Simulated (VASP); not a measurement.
A run of VASP 6.6.1:

The input INCAR:

```
SYSTEM = GaP
  ALGO = Normal
  EDIFF = 1E-7
  ENCUT = 520
  GGA = CA
  ISIF = 2
  ISMEAR = -1
  LASPH = .TRUE.
  LCHARG = .FALSE.
  LREAL = .FALSE.
  LWAVE = .FALSE.
  NBANDS = 16
  NELM = 80
  PREC = Accurate
  SIGMA = 0.1
```

File KPOINTS:

```
k-points
0
G
  10 10 10
  0 0 0
```

File POSCAR:

```
GaP
1.0
    0.0000000000      2.6956666708      2.6956666708
    2.6956666708      0.0000000000      2.6956666708
    2.6956666708      2.6956666708      0.0000000000
Ga P
1 1
Direct
    0.0000000000      0.0000000000      0.0000000000
    0.7500000000      0.7500000000      0.7500000000
```

Potentials or basis: VASP PAW LDA potentials, release 64 (Ga_d, P).

Run with:

```bash
$ cat potpaw_LDA.64/Ga_d/POTCAR potpaw_LDA.64/P/POTCAR > POTCAR
$ mpirun -np 1 vasp_std > vasp.out
```

Hardware: 1 thread of Intel(R) Xeon(R) Platinum 8488C (Sapphire Rapids), on a shared host.

How long does it take, and how much memory?

Run time: 24 s on 1 thread of Intel(R) Xeon(R) Platinum 8488C (Sapphire Rapids), on a shared host, peak memory 0.15 GiB. Counts: scf iterations 13, k points 47.
